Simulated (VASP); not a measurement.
Set up this calculation in VASP 6.6.1, as the native input.

* Task: single point
* Functional: PBE
* Potentials or basis: VASP PAW PBE potentials, release 64 (Na_pv, In_d, Se)
* Cutoff: 520 eV
* k mesh: 4 × 4 × 4
* Occupations: gaussian, width 0.1 eV
* Spin: no spin polarisation
* Dipole correction: no
* Further INCAR settings: ALGO = Normal; EDIFF = 1e-07; NBANDS = 20

The structure of NaInSe lies in POSCAR:

```
NaInSe
1.0
    4.4784024600      0.0000000000      0.0000000000
    0.0000000000      4.4784024600      0.0000000000
    0.0000000000      0.0000000000      4.5715372000
Na In Se
1 1 1
Direct
    0.0000000000      0.0000000000      0.5000000000
    0.5000000000      0.5000000000      0.0000000000
    0.5000000000      0.5000000000      0.5000000000
```

The cell was built from a structure type or drawn by symmetry, and may not be a known phase.

One way to write it, as run:

INCAR

```
ALGO = Normal ; EDIFF = 1E-7
ENCUT = 520 ; GGA = PE
ISIF = 2 ; ISMEAR = 0
LASPH = T ; LCHARG = F
LREAL = F ; LWAVE = F
NBANDS = 20 ; NELM = 60
PREC = Accurate ; SIGMA = 0.1
```

KPOINTS

```
k-points
0
Gamma
  4 4 4
```

Potentials or basis: VASP PAW PBE potentials, release 64 (Na_pv, In_d, Se).

Command:

```console
$ cat potpaw_PBE.64/Na_pv/POTCAR potpaw_PBE.64/In_d/POTCAR potpaw_PBE.64/Se/POTCAR > POTCAR
$ mpirun -np 1 vasp_std > vasp.out
```

Results of the run:

The pressure is 11.8 GPa and the band gap on the k mesh is zero (bands 13 and 14 overlap by 1.99 eV).

Caveat: the cell stands under pressure; spin-orbit coupling is left out, which moves the levels of the heavy elements.

Wall time 15 s on 1 thread of Intel(R) Xeon(R) 6975P-C (Granite Rapids), on a shared host, peak memory 0.21 GiB.
